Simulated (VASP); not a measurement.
Here is a VASP 6.6.1 calculation.

File INCAR:

```
SYSTEM = InSb3
  PREC = Accurate
  ENCUT = 520
  EDIFF = 1E-6
  ISMEAR = 0
  SIGMA = 0.15
  LREAL = .False.
  LASPH = .True.
  NELM = 60
  ALGO = Normal
  ISIF = 2
  LWAVE = .False.
  LCHARG = .False.
  GGA = PE
  IVDW = 12
  NBANDS = 22
```

Contents of KPOINTS:

```
Automatic mesh
0
Gamma
  10 10 10
  0 0 0
```

POSCAR

```
InSb3
1.0
    5.1119780680      0.0000000000      0.0000000000
    0.0000000000      5.1119780680      0.0000000000
    0.0000000000      0.0000000000      4.5439805049
In Sb
1 3
Direct
    0.0000000000      0.0000000000      0.0000000000
    0.5000000000      0.0000000000      0.5000000000
    0.0000000000      0.5000000000      0.5000000000
    0.5000000000      0.5000000000      0.0000000000
```

Potentials or basis: VASP PAW PBE potentials, release 64 (In_d, Sb).

Command:

```bash
$ cat potpaw_PBE.64/In_d/POTCAR potpaw_PBE.64/Sb/POTCAR > POTCAR
$ mpirun -np 1 vasp_std > vasp.out
```

Task: What does it give for the pressure?

Result: -5.2 GPa.

Task: Estimate the dispersion energy per atom.

Result: -0.427 eV.

Stress tensor (GPa, compression positive):
```
-5.05  0.00  0.00
 0.00 -5.05  0.00
 0.00  0.00 -5.34
```

Caveat: the cell differs from its parent crystal (strain +0.080 along x and y, -0.040 along z); the cell stands under tension.
